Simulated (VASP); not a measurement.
# Ti4S in VASP: notebook

Ti4S is run at these levels: PBE; tasks: single point.

All numbers are computed with VASP 6.6.1; they aren't measurements. Logs are shortened: lines on timing, memory, paths and dates and some standing lists are left out, and cuts for length are marked.

**1. The cell of the first run**

The cell holds a slab with vacuum, 5 atoms: a = 3.255 Å, b = 3.255 Å, c = 20.179 Å, α = 90.00°, β = 90.00°, γ = 90.00°.

**2. Single point, PBE**

INCAR reads:

```
PREC     = Accurate       # precision mode
ENCUT    = 520            # plane-wave cutoff, eV
EDIFF    = 1E-7           # SCF threshold, eV
ISMEAR   = 0              # smearing method
SIGMA    = 0.1            # smearing width, eV
LREAL    = False          # projectors in reciprocal space
LASPH    = True           # aspherical terms in the spheres
NELM     = 60             # most SCF steps
ALGO     = Normal         # electronic algorithm
ISIF     = 2              # what is computed and relaxed
LWAVE    = False          # write WAVECAR
LCHARG   = False          # write CHGCAR
LDIPOL   = True         
IDIPOL   = 3            
DIPOL    = 0.5 0.5 0.356
GGA      = PE             # functional
NBANDS   = 35             # bands
```

KPOINTS reads:

```
regular mesh
0
Gamma
  8 8 1
```

POSCAR reads:

```
Ti4S
1.0
    3.2553359259      0.0000000000      0.0000000000
    0.0000000000      3.2553359259      0.0000000000
    0.0000000000      0.0000000000     20.1793674375
Ti S
4 1
Direct
    0.5000000000      0.5000000000      0.1982222690
    0.0000000000      0.0000000000      0.2788822782
    0.5000000000      0.5000000000      0.3551865247
    0.0000000000      0.0000000000      0.4301109767
    0.0000000000      0.3750000000      0.5166787992
```

Potentials or basis: VASP PAW PBE potentials, release 64 (Ti_sv, S).

Launch:

```bash
> cat potpaw_PBE.64/Ti_sv/POTCAR potpaw_PBE.64/S/POTCAR > POTCAR
> mpirun -np 1 vasp_std > vasp.out
```

OUTCAR:

```text
PREC = Accurate
   ENCUT = 520
   EDIFF = 1E-7
   ISMEAR = 0
   LREAL = False
   LASPH = True
   NELM = 60
   ISIF = 2
   GGA = PE

 ion  position               nearest neighbor table
   1  0.500  0.500  0.198-   2 2.82   2 2.82   2 2.82   2 2.82
   2  0.000  0.000  0.279-   3 2.77   3 2.77   3 2.77   3 2.77   1 2.82   1 2.82   1 2.82   1 2.82

   3  0.500  0.500  0.355-   4 2.75   4 2.75   4 2.75   4 2.75   2 2.77   2 2.77   2 2.77   2 2.77

   4  0.000  0.000  0.430-   5 2.13   5 2.68   3 2.75   3 2.75   3 2.75   3 2.75
   5  0.000  0.375  0.517-   4 2.13   4 2.68

  LATTYP: Found a simple tetragonal cell.
 ALAT       =     3.2553359259
 C/A-ratio  =     6.1988587036

  Lattice vectors:

 A1 = (   3.2553359259,   0.0000000000,   0.0000000000)
 A2 = (   0.0000000000,   3.2553359259,   0.0000000000)
 A3 = (   0.0000000000,   0.0000000000,  20.1793674375)

Analysis of symmetry for initial positions (statically):
=====================================================================
 Subroutine PRICEL returns:
 Original cell was already a primitive cell.

 Routine SETGRP: Setting up the symmetry group for a
 simple tetragonal supercell.

 Subroutine GETGRP returns: Found  2 space group operations
 (whereof  2 operations were pure point group operations)
 out of a pool of 16 trial point group operations.

The static configuration has the point symmetry C_1h.

Analysis of symmetry for dynamics (positions and initial velocities):
=====================================================================
 Subroutine PRICEL returns:
 Original cell was already a primitive cell.

 Routine SETGRP: Setting up the symmetry group for a
 simple tetragonal supercell.

 Subroutine GETGRP returns: Found  2 space group operations
 (whereof  2 operations were pure point group operations)
 out of a pool of 16 trial point group operations.

The dynamic configuration has the point symmetry C_1h.

 Subroutine INISYM returns: Found  2 space group operations
 (whereof  2 operations are pure point group operations),
 and found     1 'primitive' translations

----------------------------------------------------------------------------------------

                                     Primitive cell

  volume of cell :     213.8450

  direct lattice vectors                    reciprocal lattice vectors
     3.255335926  0.000000000  0.000000000     0.307187959  0.000000000  0.000000000
     0.000000000  3.255335926  0.000000000     0.000000000  0.307187959  0.000000000
[... 99 lines left out ...]
   TEBEG  =    0.0;   TEEND  =   0.0 temperature during run
   PSTRESS=    0.0 pullay stress
   NELECT =      54.0000    total number of electrons
   NUPDOWN=      -1.0000    fix difference up-down
   EMIN   =  10.00;   EMAX   =-10.00  energy-range for DOS
   EFERMI =   0.00;   METHOD = LEGACY
   ISMEAR =     0;   SIGMA  =   0.10  broadening in eV -4-tet -1-fermi 0-gaus
   EFERMI_NEDOS =   21; number of points for ismear=-14 and -15
   IALGO  =     38    algorithm
   IMIX   =      4    mixing-type and parameters
     AMIX     =   0.40;   BMIX     =  1.00
     AMIX_MAG =   1.60;   BMIX_MAG =  1.00
  volume/ion in A,a.u.               =      42.77       288.62
  Fermi-wavevector in a.u.,A,eV,Ry     =   1.034760  1.955413 14.568147  1.070729
  Thomas-Fermi vector in A             =   2.169071
   LORBIT       =      0    0 simple, 1 ext, 2 COOP (PROOUT), +10 PAW based schemes
   GGA     = PE    functional components
   LHFCALC =     F    Hartree Fock is set to
   AEXX    =    0.0000 exact exchange contribution
   IVDW    =     0    specifies the selected vdW correction
   LEPSILON=     F    determine dielectric tensor
   LRPA    =     F    only Hartree local field effects (RPA)
 non-spin polarized calculation
 Gauss-broadening in eV      SIGMA  =   0.10
  energy-cutoff  :      520.00
  volume of cell :      213.85
 maximum number of plane-waves:      5808
   NGX = 13   NGY = 13   NGZ = 75

 dipolmoment           0.000000      0.000000     -0.010700 electrons x Angstroem

 number of electron      54.0000019 magnetization

 dipolmoment           0.000000      0.000000      0.146088 electrons x Angstroem

 Free energy of the ion-electron system (eV)
  ---------------------------------------------------
  ext. energy  EPLUGINS =         0.00000000
  ---------------------------------------------------
  free energy    TOTEN  =       -34.30631937 eV

  energy without entropy =      -34.26462026  energy(sigma->0) =      -34.28546982

 E-fermi :   0.5160     XC(G=0):  -5.4563

 val. band max:        0.5138107396   @ k =   0.5000   0.0000   0.0000
 cond. band min:       0.5182601473   @ k =   0.0000   0.3750   0.0000
 fundamental gap:      0.0044494077
 Fermi energy:         0.5160060947

 k-point     1 :       0.0000    0.0000    0.0000
  band No.  band energies     occupation
      1     -56.5742      2.00000
      2     -56.0783      2.00000
      3     -55.8534      2.00000
      4     -55.6832      2.00000
      5     -32.9305      2.00000
      6     -32.7319      2.00000
[... 901 lines left out ...]
     34       2.4250      0.00000
     35       3.2282      0.00000

 [... further k-points ...]

------------------------ aborting loop because EDIFF is reached ----------------------------------------

 vacuum level on the upper side and lower side of the slab       (xc-potential included)         1.116        -1.377

  FORCE on cell =-STRESS in cart. coord.  units (eV):
  Direction    XX          YY          ZZ          XY          YZ          ZX
  --------------------------------------------------------------------------------------
  -------------------------------------------------------------------------------------
  Total        0.6444588     -0.2750519      0.5092585      0.0000000      2.7038160      0.0000000
  in kB        4.8284372     -2.0607534      3.8154847      0.0000000     20.2576255      0.0000000
  external PRESSURE =       2.1943895 kB  Pullay stress =       0.0000000 kB

 VOLUME and BASIS-vectors are now :
 -----------------------------------------------------------------------------
  energy-cutoff  :      520.00
  volume of cell :      213.85
      direct lattice vectors                 reciprocal lattice vectors
     3.255335926  0.000000000  0.000000000     0.307187959  0.000000000  0.000000000
     0.000000000  3.255335926  0.000000000     0.000000000  0.307187959  0.000000000
     0.000000000  0.000000000 20.179367438     0.000000000  0.000000000  0.049555567

 POSITION                                       TOTAL-FORCE (eV/Angst)
 -----------------------------------------------------------------------------------
      1.62767      1.62767      4.00000         0.000000     -0.045309      0.539387
      0.00000      0.00000      5.62767         0.000000      0.141528     -0.648012
      1.62767      1.62767      7.16744         0.000000     -0.076883     -0.716173
      0.00000      0.00000      8.67937         0.000000     -1.626339      0.827373
      0.00000      1.22075     10.42625         0.000000      1.607003     -0.002574
 -----------------------------------------------------------------------------------
    total drift:                                0.000000     -0.000009     -0.000074

  FREE ENERGIE OF THE ION-ELECTRON SYSTEM (eV)
  ---------------------------------------------------
  free  energy   TOTEN  =       -34.3063193710 eV

  energy  without entropy=      -34.2646202598  energy(sigma->0) =      -34.28546982

 vacuum level on the upper side and lower side of the slab         6.133         3.581
```

OSZICAR:

```text
N       E                     dE             d eps       ncg     rms          rms(c)
DAV:   1     0.649998617423E+03    0.65000E+03   -0.28745E+04  1982   0.153E+03
DAV:   2     0.517440776677E+02   -0.59825E+03   -0.58731E+03  1840   0.481E+02
DAV:   3    -0.266498163183E+02   -0.78394E+02   -0.76814E+02  2942   0.151E+02
[... 24 lines left out ...]
DAV:  28    -0.343063170789E+02   -0.55989E-05   -0.67667E-07  1531   0.331E-03    0.146E-03
DAV:  29    -0.343063187247E+02   -0.16458E-05   -0.14017E-07  1313   0.261E-03    0.642E-04
DAV:  30    -0.343063191986E+02   -0.47387E-06   -0.72141E-08  1227   0.140E-03    0.344E-04
DAV:  31    -0.343063193280E+02   -0.12946E-06   -0.30582E-08  1171   0.103E-03    0.188E-04
DAV:  32    -0.343063193710E+02   -0.42957E-07   -0.17526E-08  1144   0.705E-04
   1 F= -.34306319E+02 E0= -.34285470E+02  d E =-.416991E-01
```

stdout:

```text
POSCAR found type information on POSCAR TiS
 POSCAR found :  2 types and       5 ions
 scaLAPACK will be used
 LDA part: xc-table for (Slater+PW92), standard interpolation
 POSCAR, INCAR and KPOINTS ok, starting setup
 FFT: planning ... GRIDC
 FFT: planning ... GRID_SOFT
 FFT: planning ... GRID
 WAVECAR not read
 entering main loop
```

It took 11 min on 1 thread of AMD EPYC 7R13, shared host; peak memory 0.34 GiB.

Results:

* Free energy: -34.3063 eV
* Largest force: 1.825 eV/Å
* Band gap on the k mesh: zero (bands 27 and 28 overlap by 0.54 eV)

Forces on the atoms (eV/Å):
```
Ti   0.000 -0.045  0.539
Ti   0.000  0.142 -0.648
Ti   0.000 -0.077 -0.716
Ti   0.000 -1.626  0.827
S    0.000  1.607 -0.003
```

**3. Single point, PBE**

INCAR reads:

```
SYSTEM = Ti4S
PREC = Accurate
ENCUT = 520
EDIFF = 1E-6
ISMEAR = 0
SIGMA = 0.1
LREAL = .False.
LASPH = .True.
NELM = 80
ALGO = Normal
ISIF = 2
LWAVE = .False.
LCHARG = .False.
LDIPOL = .True.
IDIPOL = 3
DIPOL = 0.5 0.5 0.353
GGA = PE
NBANDS = 35
```

KPOINTS reads:

```
regular mesh
0
Gamma
  8 8 1
  0 0 0
```

POSCAR, as its differences from that of step 2:

```diff
@@ -12,2 +12,2 @@
     0.0000000000      0.0000000000      0.4301109767
-    0.0000000000      0.3750000000      0.5166787992
+    0.1250000000      0.5000000000      0.5042011835
```

Potentials or basis: VASP PAW PBE potentials, release 64 (Ti_sv, S).

Launch:

```bash
> cat potpaw_PBE.64/Ti_sv/POTCAR potpaw_PBE.64/S/POTCAR > POTCAR
> mpirun -np 1 vasp_std > vasp.out
```

It took 11 min on 1 thread of AMD EPYC 7R13, shared host; peak memory 0.34 GiB.

It converged, with:

```
Free energy            : -34.9109 eV
Largest force          : 0.671 eV/Å
Band gap on the k mesh : zero (bands 27 and 28 overlap by 0.59 eV)
```

Forces in eV/Å, atoms in the order of the input:
```
Ti  -0.028  0.000  0.520
Ti   0.033  0.000 -0.647
Ti  -0.219  0.000 -0.466
Ti  -0.334  0.000  0.582
S    0.548  0.000  0.011
```

Levels at points of the mesh, in eV from the Fermi level:
```csv
k point,band 23,band 24,band 25,band 26,band 27,band 28,band 29,band 30
"(0.00, 0.00, 0.00)",-1.92,-1.40,-0.38,0.13,0.20,0.94,0.95,0.99
"(0.50, 0.00, 0.00)",-1.86,-0.52,-0.24,0.00,0.08,0.25,0.59,0.69
"(0.00, 0.50, 0.00)",-1.52,-0.96,-0.35,-0.20,0.03,0.04,0.58,0.82
"(0.50, 0.50, 0.00)",-0.82,-0.70,-0.66,-0.45,-0.40,-0.08,0.02,0.64
```

**4. Single point, PBE**

INCAR reads:

```
SYSTEM = Ti4S
PREC = Accurate ; ENCUT = 520
EDIFF = 1E-6 ; ISMEAR = 0
SIGMA = 0.1 ; LREAL = .False.
LASPH = .True. ; NELM = 100
ALGO = Normal ; ISIF = 2
LWAVE = .False. ; LCHARG = .True.
LDIPOL = .True. ; IDIPOL = 3
DIPOL = 0.5 0.5 0.349 ; GGA = PE
LELF = .True. ; LVHAR = .True.
LVACPOTAV = .True. ; NBANDS = 35
```

KPOINTS is that of step 3.

POSCAR, as its differences from that of step 3:

```diff
@@ -12,2 +12,2 @@
     0.0000000000      0.0000000000      0.4301109767
-    0.1250000000      0.5000000000      0.5042011835
+    0.3750000000      0.5000000000      0.4836158261
```

Launch:

```bash
> cat potpaw_PBE.64/Ti_sv/POTCAR potpaw_PBE.64/S/POTCAR > POTCAR
> mpirun -np 1 vasp_std > vasp.out
```

Run time: 11 min. Hardware: 1 thread of AMD EPYC 7R13, shared host; peak memory 0.34 GiB.

The run converged. Its results:

| Property | Result |
| --- | --- |
| Free energy | -36.2358 eV |
| Largest force | 2.245 eV/Å |
| Band gap on the k mesh | zero (bands 27 and 28 overlap by 0.79 eV) |

Forces in eV/Å, atoms in the order of the input:
```
Ti  -0.042  0.000  0.538
Ti   0.001  0.000 -0.813
Ti  -0.149  0.000 -0.715
Ti  -2.019  0.000  0.982
S    2.210  0.000  0.008
```

Levels at points of the mesh, in eV from the Fermi level:
```tsv
k point	band 24	band 25	band 26	band 27	band 28	band 29	band 30	band 31
(0.00, 0.00, 0.00)	-1.57	-0.61	0.22	0.54	0.88	0.99	0.99	1.05
(0.50, 0.00, 0.00)	-0.53	-0.27	-0.19	0.09	0.11	0.36	0.73	1.29
(0.00, 0.50, 0.00)	-0.91	-0.40	-0.18	-0.01	0.10	0.37	0.79	0.91
(0.50, 0.50, 0.00)	-0.72	-0.71	-0.44	-0.44	0.03	0.04	1.81	2.00
```

**5. The runs side by side**

| cell | gap on the mesh (eV) | largest force (eV/Å) |
| --- | --- | --- |
| as given, atomic positions A | none | 1.82 |
| as given, atomic positions B | none | 0.67 |
| as given, atomic positions C | none | 2.25 |

Alike in all rows: task single point; level PBE; potentials or basis VASP PAW PBE potentials, release 64 (Ti_sv, S); no spin polarisation; k mesh 8 × 8 × 1; cutoff (eV) 520; smearing gaussian 0.1 eV.

Absolute energies hang on the potentials; compare differences alone.
